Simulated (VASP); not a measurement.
Set up this calculation in VASP 6.6.1, as the native input.

```
Task                   : single point
Functional             : PBE
Potentials or basis    : VASP PAW PBE potentials, release 64 (Hg, H)
Cutoff                 : 520 eV
k mesh                 : 6 × 6 × 4
Occupations            : gaussian, width 0.1 eV
Spin                   : no spin polarisation
Dipole correction      : no
Further INCAR settings : ALGO = Normal; EDIFF = 1e-07; NBANDS = 16
```

The structure of HgH3 lies in POSCAR:

```
HgH3
1.0
    3.0817901065      0.0000000000      0.0000000000
   -1.5408950533      2.6689085214      0.0000000000
    0.0000000000      0.0000000000      4.8050954046
Hg H
1 3
Direct
    0.0000000000      0.0000000000      0.0000000000
    0.7819039822      0.2180960178      0.5000000000
    0.7819039822      0.5638079644      0.5000000000
    0.4361920356      0.2180960178      0.5000000000
```

The cell was generated, and may not be a known phase.

These files were run (other wordings do the same):

INCAR

```
PREC     = Accurate       # precision mode
ENCUT    = 520            # plane-wave cutoff, eV
EDIFF    = 1E-7           # SCF threshold, eV
ISMEAR   = 0              # smearing method
SIGMA    = 0.1            # smearing width, eV
LREAL    = False          # projectors in reciprocal space
LASPH    = True           # aspherical terms in the spheres
NELM     = 60             # most SCF steps
ALGO     = Normal         # electronic algorithm
ISIF     = 2              # what is computed and relaxed
LWAVE    = False          # write WAVECAR
LCHARG   = True           # write CHGCAR
GGA      = PE             # functional
LELF     = True           # ELF
LVHAR    = True         
NBANDS   = 16             # bands
```

KPOINTS

```
regular mesh
0
Gamma
  6 6 4
```

Potentials or basis: VASP PAW PBE potentials, release 64 (Hg, H).

The run is started by

```console
$ cat potpaw_PBE.64/Hg/POTCAR potpaw_PBE.64/H/POTCAR > POTCAR
$ mpirun -np 1 vasp_std > vasp.out
```

It gave:

The pressure is -0.1 GPa and the largest force is 0.008 eV/Å. The band gap on the k mesh is zero (an odd number of electrons rules out a gap without spin polarisation).

Caveat: the k points lie up to 0.39 Å⁻¹ apart, too coarse for converged energies and pressures of a metal; spin-orbit coupling is left out, which moves the levels of the heavy elements.

Wall time 6.3 s on 1 thread of Intel(R) Xeon(R) 6975P-C (Granite Rapids), on a shared host, peak memory 0.15 GiB.
